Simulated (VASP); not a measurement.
# SnSe (P4/nmm) in VASP: further runs

The runs below take SnSe through single point, with PBEsol, PBE-based screened hybrid with 10 % exact exchange, HSE06, PBE-based screened hybrid with 40 % exact exchange.

Program: VASP 6.6.1. These are calculated values, not measurements. Logs are shortened: lines on timing, memory, paths and dates and some standing lists are left out, and cuts for length are marked.

## Step 1: The cell of the first run

The typed cell holds 4 atoms: a = 4.219 Å, b = 4.219 Å, c = 5.993 Å, α = 90.00°, β = 90.00°, γ = 90.00°.

## Step 2: Single point, PBEsol

The input, INCAR:

```
ALGO = Normal
EDIFF = 1E-6
ENCUT = 500
GGA = PS
GGA_COMPAT = F
ISIF = 2
ISMEAR = 0
LASPH = T
LCHARG = T
LELF = T
LREAL = F
LVHAR = T
LWAVE = F
NBANDS = 28
NELM = 120
PREC = Accurate
SIGMA = 0.01
```

The input, KPOINTS:

```
k-points
0
Gamma
  4 4 4
```

The input, POSCAR:

```
SnSe
1.0
    4.2193393516      0.0000000000      0.0000000000
    0.0000000000      4.2193393516      0.0000000000
    0.0000000000      0.0000000000      5.9930255593
Sn Se
2 2
Direct
    0.5000000000      0.0000000000      0.2500915766
    0.0000000000      0.5000000000      0.7499084234
    0.5000000000      0.0000000000      0.7498972969
    0.0000000000      0.5000000000      0.2501027031
```

Potentials or basis: VASP PAW PBE potentials, release 64 (Sn_d, Se).

On the command line:

```
cat potpaw_PBE.64/Sn_d/POTCAR potpaw_PBE.64/Se/POTCAR > POTCAR
mpirun -np 1 vasp_std > vasp.out
```

OUTCAR:

```text
EDIFF = 1E-6
   ENCUT = 500
   GGA = PS
   ISIF = 2
   ISMEAR = 0
   LASPH = T
   LREAL = F
   NELM = 120
   PREC = Accurate

 ion  position               nearest neighbor table
   1  0.500  0.000  0.250-   4 2.98   4 2.98   4 2.98   4 2.98   3 3.00   3 3.00
   2  0.000  0.500  0.750-   3 2.98   3 2.98   3 2.98   3 2.98   4 3.00   4 3.00
   3  0.500  0.000  0.750-   2 2.98   2 2.98   2 2.98   2 2.98   1 3.00   1 3.00
   4  0.000  0.500  0.250-   1 2.98   1 2.98   1 2.98   1 2.98   2 3.00   2 3.00

  LATTYP: Found a simple tetragonal cell.
 ALAT       =     4.2193393516
 C/A-ratio  =     1.4203705983

  Lattice vectors:

 A1 = (   4.2193393516,   0.0000000000,   0.0000000000)
 A2 = (   0.0000000000,   4.2193393516,   0.0000000000)
 A3 = (   0.0000000000,   0.0000000000,   5.9930255593)

Analysis of symmetry for initial positions (statically):
=====================================================================
 Subroutine PRICEL returns:
 Original cell was already a primitive cell.

 Routine SETGRP: Setting up the symmetry group for a
 simple tetragonal supercell.

 Subroutine GETGRP returns: Found 16 space group operations
 (whereof  8 operations were pure point group operations)
 out of a pool of 16 trial point group operations.

The static configuration has the point symmetry D_2d.
 The point group associated with its full space group is D_4h.

Analysis of symmetry for dynamics (positions and initial velocities):
=====================================================================
 Subroutine PRICEL returns:
 Original cell was already a primitive cell.

 Routine SETGRP: Setting up the symmetry group for a
 simple tetragonal supercell.

 Subroutine GETGRP returns: Found 16 space group operations
 (whereof  8 operations were pure point group operations)
 out of a pool of 16 trial point group operations.

The dynamic configuration has the point symmetry D_2d.
 The point group associated with its full space group is D_4h.

 Subroutine INISYM returns: Found 16 space group operations
 (whereof  8 operations are pure point group operations),
 and found     1 'primitive' translations

----------------------------------------------------------------------------------------

                                     Primitive cell

  volume of cell :     106.6928

  direct lattice vectors                    reciprocal lattice vectors
     4.219339352  0.000000000  0.000000000     0.237003928  0.000000000  0.000000000
     0.000000000  4.219339352  0.000000000     0.000000000  0.237003928  0.000000000
     0.000000000  0.000000000  5.993025559     0.000000000  0.000000000  0.166860627

  length of vectors
     4.219339352  4.219339352  5.993025559     0.237003928  0.237003928  0.166860627

  position of ions in fractional coordinates (direct lattice)
     0.500000000  0.000000000  0.250091577
     0.000000000  0.500000000  0.749908423
     0.500000000  0.000000000  0.749897297
     0.000000000  0.500000000  0.250102703

  ion indices of the primitive-cell ions
   primitive index   ion index
                 1           1
                 2           2
                 3           3
                 4           4

----------------------------------------------------------------------------------------

 KPOINTS: k-points

Automatic generation of k-mesh.
 Grid dimensions read from file:
 generate k-points for:    4    4    4

 Generating k-lattice:

  Cartesian coordinates                     Fractional coordinates (reciprocal lattice)
     0.059250982  0.000000000  0.000000000     0.250000000  0.000000000  0.000000000
     0.000000000  0.059250982  0.000000000     0.000000000  0.250000000  0.000000000
     0.000000000  0.000000000  0.041715157     0.000000000  0.000000000  0.250000000

  Length of vectors
     0.059250982  0.059250982  0.041715157

  Shift w.r.t. Gamma in fractional coordinates (k-lattice)
     0.000000000  0.000000000  0.000000000

 Subroutine IBZKPT returns following result:
 ===========================================

 Found     18 irreducible k-points:

 Following reciprocal coordinates:
            Coordinates               Weight
  0.000000  0.000000  0.000000      1.000000
  0.250000  0.000000  0.000000      4.000000
  0.500000  0.000000  0.000000      2.000000
  0.250000  0.250000  0.000000      4.000000
  0.500000  0.250000  0.000000      4.000000
  0.500000  0.500000  0.000000      1.000000
[... 10 lines left out ...]
  0.500000  0.250000  0.500000      4.000000
  0.500000  0.500000  0.500000      1.000000
   k-points           NKPTS =     18   k-points in BZ     NKDIM =     18   number of bands    NBANDS=     28
   number of dos      NEDOS =    301   number of ions     NIONS =      4
   total plane-waves  NPLWV =  49152
   dimension x,y,z NGX =    32 NGY =   32 NGZ =   48
   dimension x,y,z NGXF=    64 NGYF=   64 NGZF=   96
   ions per type =               2   2
   NGX,Y,Z   is equivalent  to a cutoff of  12.61, 12.61, 13.32 a.u.
   NGXF,Y,Z  is equivalent  to a cutoff of  25.22, 25.22, 26.63 a.u.
 SYSTEM =  unknown system
   PREC   = accura    normal or accurate (medium, high low for compatibility)
   ISTART =      0    job   : 0-new  1-cont  2-samecut
   ICHARG =      2    charge: 1-file 2-atom 10-const
   ISPIN  =      1    spin polarized calculation?
   LNONCOLLINEAR =      F non collinear calculations
   LSORBIT =      F    spin-orbit coupling
   LASPH  =      T    aspherical Exc in radial PAW
   ENCUT  =  500.0 eV  36.75 Ry    6.06 a.u.   7.69  7.69 10.93*2*pi/ulx,y,z
   NELM   =    120;   NELMIN=  2; NELMDL= -5     # of ELM steps
   EDIFF  = 0.1E-05   stopping-criterion for ELM
   LREAL  =      F    real-space projection
   EDIFFG = 0.1E-04   stopping-criterion for IOM
   NSW    =      0    number of steps for IOM
   IBRION =     -1    ionic relax: 0-MD 1-quasi-New 2-CG
   NFREE  =      0    steps in history (QN), initial steepest desc. (CG)
   ISIF   =      2    stress and relaxation
   ISYM   =      2    0-nonsym 1-usesym 2-fastsym
   POTIM  = 0.5000    time-step for ionic-motion
   TEBEG  =    0.0;   TEEND  =   0.0 temperature during run
   PSTRESS=    0.0 pullay stress
   NELECT =      40.0000    total number of electrons
   NUPDOWN=      -1.0000    fix difference up-down
   EMIN   =  10.00;   EMAX   =-10.00  energy-range for DOS
   EFERMI =   0.00;   METHOD = LEGACY
   ISMEAR =     0;   SIGMA  =   0.01  broadening in eV -4-tet -1-fermi 0-gaus
   EFERMI_NEDOS =   21; number of points for ismear=-14 and -15
   IALGO  =     38    algorithm
   IMIX   =      4    mixing-type and parameters
     AMIX     =   0.40;   BMIX     =  1.00
     AMIX_MAG =   1.60;   BMIX_MAG =  1.00
  volume/ion in A,a.u.               =      26.67       180.00
  Fermi-wavevector in a.u.,A,eV,Ry     =   1.180456  2.230738 18.959398  1.393476
  Thomas-Fermi vector in A             =   2.316748
   LORBIT       =      0    0 simple, 1 ext, 2 COOP (PROOUT), +10 PAW based schemes
   GGA     = PS    functional components
   LHFCALC =     F    Hartree Fock is set to
   AEXX    =    0.0000 exact exchange contribution
   IVDW    =     0    specifies the selected vdW correction
   LEPSILON=     F    determine dielectric tensor
   LRPA    =     F    only Hartree local field effects (RPA)
 non-spin polarized calculation
 Gauss-broadening in eV      SIGMA  =   0.01
  energy-cutoff  :      500.00
  volume of cell :      106.69
 maximum number of plane-waves:      2726
 NGX is ok and might be reduce to    32
   NGX = 15   NGY = 15   NGZ = 21

 number of electron      40.0000002 magnetization

 Free energy of the ion-electron system (eV)
  ---------------------------------------------------
  ext. energy  EPLUGINS =         0.00000000
  ---------------------------------------------------
  free energy    TOTEN  =       -17.98933261 eV

  energy without entropy =      -17.98933261  energy(sigma->0) =      -17.98933261

 E-fermi :   5.6789     XC(G=0):  -9.8852

 val. band max:        5.5790233450   @ k =   0.5000   0.0000   0.5000
 cond. band min:       6.3054887813   @ k =   0.5000   0.0000   0.2500
 fundamental gap:      0.7264654363
 Fermi energy:         5.6789103583

 k-point     1 :       0.0000    0.0000    0.0000
  band No.  band energies     occupation
      1     -15.8393      2.00000
      2     -15.8072      2.00000
      3     -15.8067      2.00000
      4     -15.8046      2.00000
      5     -15.8046      2.00000
      6     -15.8013      2.00000
[... 20 lines left out ...]
     27      11.4390      0.00000
     28      11.4723      0.00000

 k-point     2 :       0.2500    0.0000    0.0000
  band No.  band energies     occupation
      1     -15.8306      2.00000
      2     -15.8082      2.00000
      3     -15.8047      2.00000
      4     -15.8040      2.00000
      5     -15.8015      2.00000
      6     -15.7999      2.00000
[... 20 lines left out ...]
     27      11.0296      0.00000
     28      11.6493      0.00000

 k-point     3 :       0.5000    0.0000    0.0000
  band No.  band energies     occupation
      1     -15.8164      2.00000
      2     -15.8164      2.00000
      3     -15.8063      2.00000
      4     -15.8063      2.00000
      5     -15.7993      2.00000
      6     -15.7993      2.00000
[... 20 lines left out ...]
     27      13.1656      0.00000
     28      13.1742      0.00000

 k-point     4 :       0.2500    0.2500    0.0000
  band No.  band energies     occupation
      1     -15.8279      2.00000
      2     -15.8166      2.00000
      3     -15.8083      2.00000
      4     -15.8016      2.00000
      5     -15.8008      2.00000
      6     -15.7987      2.00000
[... 392 lines left out ...]
     27      13.1756      0.00000
     28      13.1805      0.00000

 k-point    17 :       0.5000    0.2500    0.5000
  band No.  band energies     occupation
      1     -15.8174      2.00000
      2     -15.8174      2.00000
      3     -15.8100      2.00000
      4     -15.8100      2.00000
      5     -15.7988      2.00000
      6     -15.7988      2.00000
[... 20 lines left out ...]
     27      12.7888      0.00000
     28      12.7888      0.00000

 k-point    18 :       0.5000    0.5000    0.5000
  band No.  band energies     occupation
      1     -15.8246      2.00000
      2     -15.8246      2.00000
      3     -15.8053      2.00000
      4     -15.8053      2.00000
      5     -15.7988      2.00000
      6     -15.7988      2.00000
[... 20 lines left out ...]
     27      12.9246      0.00000
     28      12.9254      0.00000

------------------------ aborting loop because EDIFF is reached ----------------------------------------

  FORCE on cell =-STRESS in cart. coord.  units (eV):
  Direction    XX          YY          ZZ          XY          YZ          ZX
  --------------------------------------------------------------------------------------
  -------------------------------------------------------------------------------------
  Total       -0.7935950     -0.7935950     -1.1980380      0.0000000      0.0000000      0.0000000
  in kB      -11.9172063    -11.9172063    -17.9906197      0.0000000      0.0000000      0.0000000
  external PRESSURE =     -13.9416774 kB  Pullay stress =       0.0000000 kB

 VOLUME and BASIS-vectors are now :
 -----------------------------------------------------------------------------
  energy-cutoff  :      500.00
  volume of cell :      106.69
      direct lattice vectors                 reciprocal lattice vectors
     4.219339352  0.000000000  0.000000000     0.237003928  0.000000000  0.000000000
     0.000000000  4.219339352  0.000000000     0.000000000  0.237003928  0.000000000
     0.000000000  0.000000000  5.993025559     0.000000000  0.000000000  0.166860627

 POSITION                                       TOTAL-FORCE (eV/Angst)
 -----------------------------------------------------------------------------------
      2.10967      0.00000      1.49881         0.000000      0.000000     -0.000045
      0.00000      2.10967      4.49422         0.000000      0.000000      0.000045
      2.10967      0.00000      4.49415         0.000000      0.000000      0.000173
      0.00000      2.10967      1.49887         0.000000      0.000000     -0.000173
 -----------------------------------------------------------------------------------
    total drift:                                0.000000      0.000000      0.000000

  FREE ENERGIE OF THE ION-ELECTRON SYSTEM (eV)
  ---------------------------------------------------
  free  energy   TOTEN  =       -17.9893326120 eV

  energy  without entropy=      -17.9893326120  energy(sigma->0) =      -17.98933261
```

Wall time 32 s (1 thread of Intel Xeon Platinum 8375C at 2.90GHz (Ice Lake), shared host); peak memory 0.22 GiB.

What came out:

| Property | Result |
| --- | --- |
| Free energy | -17.9893 eV |
| Pressure | -1.4 GPa |
| Band gap on the k mesh | 0.73 eV |

Caveat: semilocal functionals underestimate gaps, and a narrow one can read as zero; the PAW data sets were made with another functional, which shifts forces and pressure a little; spin-orbit coupling is left out, which moves the levels of the heavy elements.

## Step 3: Single point, PBE-based screened hybrid with 10 % exact exchange

POSCAR is that of step 2.

The input, INCAR.step1:

```
  PREC = Accurate
  ENCUT = 520
  EDIFF = 1E-5
  ISMEAR = 0
  SIGMA = 0.01
  LREAL = F
  LASPH = T
  NELM = 100
  ALGO = Normal
  ISIF = 2
  LWAVE = T
  LCHARG = F
  NBANDS = 28
  GGA = PE
```

The input, INCAR.step2:

```
  PREC = Accurate
  ENCUT = 520
  EDIFF = 1E-6
  ISMEAR = 0
  SIGMA = 0.01
  LREAL = F
  LASPH = T
  NELM = 100
  ALGO = Normal
  ISIF = 2
  LWAVE = F
  LCHARG = F
  GGA = PE
  LHFCALC = T
  AEXX = 0.1
  HFSCREEN = 0.3
  PRECFOCK = Normal
  NBANDS = 28
  ISTART = 1
```

The input, KPOINTS:

```
Automatic mesh
0
Gamma
  4 4 2
```

Potentials or basis: VASP PAW PBE potentials, release 64 (Sn_d, Se).

On the command line:

```
cat potpaw_PBE.64/Sn_d/POTCAR potpaw_PBE.64/Se/POTCAR > POTCAR
cp INCAR.step1 INCAR
mpirun -np 1 vasp_std > vasp.out
cp INCAR.step2 INCAR
mpirun -np 1 vasp_std > vasp.out
```

OUTCAR:

```text
PREC = Accurate
   ENCUT = 520
   EDIFF = 1E-6
   ISMEAR = 0
   LREAL = F
   LASPH = T
   NELM = 100
   ISIF = 2
   GGA = PE
   LHFCALC = T
   AEXX = 0.1
   HFSCREEN = 0.3
   PRECFOCK = Normal
   ISTART = 1

 ion  position               nearest neighbor table
   1  0.500  0.000  0.250-   4 2.98   4 2.98   4 2.98   4 2.98   3 3.00   3 3.00
   2  0.000  0.500  0.750-   3 2.98   3 2.98   3 2.98   3 2.98   4 3.00   4 3.00
   3  0.500  0.000  0.750-   2 2.98   2 2.98   2 2.98   2 2.98   1 3.00   1 3.00
   4  0.000  0.500  0.250-   1 2.98   1 2.98   1 2.98   1 2.98   2 3.00   2 3.00

  LATTYP: Found a simple tetragonal cell.
 ALAT       =     4.2193393516
 C/A-ratio  =     1.4203705983

  Lattice vectors:

 A1 = (   4.2193393516,   0.0000000000,   0.0000000000)
 A2 = (   0.0000000000,   4.2193393516,   0.0000000000)
 A3 = (   0.0000000000,   0.0000000000,   5.9930255593)

[... 170 lines left out ...]
  ext. energy  EPLUGINS =         0.00000000
  ---------------------------------------------------
  free energy    TOTEN  =       -16.99540582 eV

  energy without entropy =      -16.99540582  energy(sigma->0) =      -16.99540582

 E-fermi :   5.8657     XC(G=0):  -9.1218

 val. band max:        5.8168162534   @ k =   0.5000   0.0000   0.5000
 cond. band min:       6.4599702336   @ k =   0.5000   0.0000   0.5000
 fundamental gap:      0.6431539802
 Fermi energy:         5.8657399445

 k-point     1 :       0.0000    0.0000    0.0000
  band No.  band energies     occupation
      1     -16.7869      2.00000
      2     -16.7547      2.00000
      3     -16.7406      2.00000
      4     -16.7406      2.00000
      5     -16.7216      2.00000
      6     -16.7216      2.00000
[... 361 lines left out ...]
     27      13.3055      0.00000
     28      13.3063      0.00000

------------------------ aborting loop because EDIFF is reached ----------------------------------------

  FORCE on cell =-STRESS in cart. coord.  units (eV):
  Direction    XX          YY          ZZ          XY          YZ          ZX
  --------------------------------------------------------------------------------------
  -------------------------------------------------------------------------------------
  Total       -0.5585124     -0.5585124      3.6259711      0.0000000      0.0000000      0.0000000
  in kB       -8.3870335     -8.3870335     54.4502506      0.0000000      0.0000000      0.0000000
  external PRESSURE =      12.5587279 kB  Pullay stress =       0.0000000 kB

 VOLUME and BASIS-vectors are now :
 -----------------------------------------------------------------------------
  energy-cutoff  :      520.00
  volume of cell :      106.69
      direct lattice vectors                 reciprocal lattice vectors
     4.219339352  0.000000000  0.000000000     0.237003928  0.000000000  0.000000000
     0.000000000  4.219339352  0.000000000     0.000000000  0.237003928  0.000000000
     0.000000000  0.000000000  5.993025559     0.000000000  0.000000000  0.166860627

 POSITION                                       TOTAL-FORCE (eV/Angst)
 -----------------------------------------------------------------------------------
      2.10967      0.00000      1.49881        -0.000000      0.000000      0.000998
      0.00000      2.10967      4.49422        -0.000000     -0.000000     -0.000998
      2.10967      0.00000      4.49415        -0.000000     -0.000000     -0.000301
      0.00000      2.10967      1.49887         0.000000      0.000000      0.000301
 -----------------------------------------------------------------------------------
    total drift:                                0.000001      0.000000     -0.000014

  FREE ENERGIE OF THE ION-ELECTRON SYSTEM (eV)
  ---------------------------------------------------
  free  energy   TOTEN  =       -16.9954058178 eV

  energy  without entropy=      -16.9954058178  energy(sigma->0) =      -16.99540582
```

OUTCAR.step1:

```text
PREC = Accurate
   ENCUT = 520
   EDIFF = 1E-5
   ISMEAR = 0
   LREAL = F
[... 589 lines left out ...]
      2.10967      0.00000      1.49881         0.000000      0.000000      0.000564
      0.00000      2.10967      4.49422         0.000000      0.000000     -0.000564
      2.10967      0.00000      4.49415        -0.000000      0.000000      0.000267
      0.00000      2.10967      1.49887         0.000000      0.000000     -0.000267
 -----------------------------------------------------------------------------------
    total drift:                                0.000000      0.000000      0.000000

  FREE ENERGIE OF THE ION-ELECTRON SYSTEM (eV)
  ---------------------------------------------------
  free  energy   TOTEN  =       -16.0435316958 eV

  energy  without entropy=      -16.0435316958  energy(sigma->0) =      -16.04353170
```

Wall time 35 min (1 thread of AMD EPYC 7R13 (Zen 3), shared host); peak memory 0.33 GiB.

Results:

| Item | Value |
| --- | --- |
| Free energy | -16.9954 eV |
| Pressure | 1.3 GPa |
| Band gap on the k mesh | 0.64 eV |

Caveat: the k points lie up to 0.52 Å⁻¹ apart; the PAW data sets were made with another functional, which shifts forces and pressure a little; spin-orbit coupling is left out, which moves the levels of the heavy elements. A k mesh can miss the band edges.

(Part 1 of 2 ends here.)
